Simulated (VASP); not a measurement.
# TiO2 (Rutile): single point with PBE

The system is TiO2 (Rutile).

```
Ti O
1.0
     4.59220    0.00000    0.00000
     0.00000    4.59220    0.00000
     0.00000    0.00000    2.95740
Ti O
2 4
Direct
  0.00000 0.00000 0.00000
  0.50000 0.50000 0.50000
  0.30422 0.30422 0.00000
  0.19578 0.80422 0.50000
  0.69578 0.69578 0.00000
  0.80422 0.19578 0.50000
```

```json
{
 "Program": "VASP 6.6.1",
 "Task": "single point",
 "Functional": "PBE",
 "Potentials or basis": "VASP PAW PBE potentials, release 64 (Ti_sv, O)",
 "Cutoff": "520 eV",
 "k mesh": "4 × 4 × 6",
 "Occupations": "fermi-dirac, width 0.02 eV",
 "Spin": "no spin polarisation"
}
```

```yaml
Pressure: 5.8 GPa
Largest_force: 0.025 eV/Å
Band_gap_on_the_k_mesh: 1.84 eV, direct
```

Forces on the atoms (eV/Å):
```
Ti   0.000  0.000  0.000
Ti   0.000  0.000  0.000
O   -0.018 -0.018  0.000
O    0.018 -0.018  0.000
O    0.018  0.018  0.000
O   -0.018  0.018  0.000
```

Stress tensor (GPa, compression positive):
```
6.00 0.00 0.00
0.00 6.00 0.00
0.00 0.00 5.46
```

Levels at points of the mesh, in eV from the valence-band top:
| k point | band 22 | band 23 | band 24 | band 25 | band 26 | band 27 |
| --- | --- | --- | --- | --- | --- | --- |
| (0.00, 0.00, 0.00) | -0.46 | -0.46 | 0.00 | 1.84 | 2.13 | 2.37 |
| (0.50, 0.00, 0.00) | -1.66 | -0.75 | -0.75 | 2.51 | 2.51 | 3.01 |
| (0.50, 0.50, 0.00) | -1.32 | -1.08 | -1.08 | 1.88 | 1.88 | 2.50 |
| (0.00, 0.00, 0.50) | -2.39 | -1.43 | -1.43 | 2.96 | 2.96 | 3.15 |
| (0.50, 0.00, 0.50) | -2.05 | -1.05 | -1.05 | 1.89 | 1.89 | 3.18 |
| (0.50, 0.50, 0.50) | -1.30 | -0.68 | -0.68 | 2.58 | 2.58 | 3.19 |

Wall time 43 s on 1 thread of Intel(R) Xeon(R) Platinum 8259CL CPU @ 2.50GHz (Skylake/Cascade Lake), on a shared host, peak memory 0.19 GiB.

A k mesh can miss the band edges.
